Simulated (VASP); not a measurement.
A run of VASP 6.6.1 is set up as follows.

Contents of INCAR:

```
PREC = Accurate ; ENCUT = 600
EDIFF = 1E-6 ; ISMEAR = 0
SIGMA = 0.1 ; LREAL = F
LASPH = T ; NELM = 120
ALGO = Normal ; ISIF = 2
LWAVE = F ; LCHARG = F
GGA = PE ; NBANDS = 33
GGA_COMPAT = F
```

KPOINTS

```
regular mesh
0
Gamma
  12 12 8
```

The input POSCAR:

```
SiNi2
1.0
    3.8048783583      0.0000000000      0.0000000000
   -1.9024391792      3.2951213166      0.0000000000
    0.0000000000      0.0000000000      4.8014023282
Si Ni
2 4
Direct
    0.3333333333      0.6666666667      0.7500000000
    0.6666666667      0.3333333333      0.2500000000
    0.0000000000      0.0000000000      0.0000000000
    0.0000000000      0.0000000000      0.5000000000
    0.3333333333      0.6666666667      0.2500000000
    0.6666666667      0.3333333333      0.7500000000
```

Potentials or basis: VASP PAW PBE potentials, release 64 (Si, Ni).

The run is started by

```console
$ cat potpaw_PBE.64/Si/POTCAR potpaw_PBE.64/Ni/POTCAR > POTCAR
$ mpirun -np 1 vasp_std > vasp.out
```

**Question.** Predict the band gap on the k mesh.

**Answer.** Zero (bands 24 and 25 overlap by 3.61 eV).

**Question.** What does it give for the pressure?

**Answer.** 23.5 GPa.

Stress tensor (GPa, compression positive):
```
23.61  0.00  0.00
 0.00 23.61  0.00
 0.00  0.00 23.43
```

Caveat: the cell stands under pressure. Spin polarisation is off, so any magnetic state and its effect on volume and gap are missing.
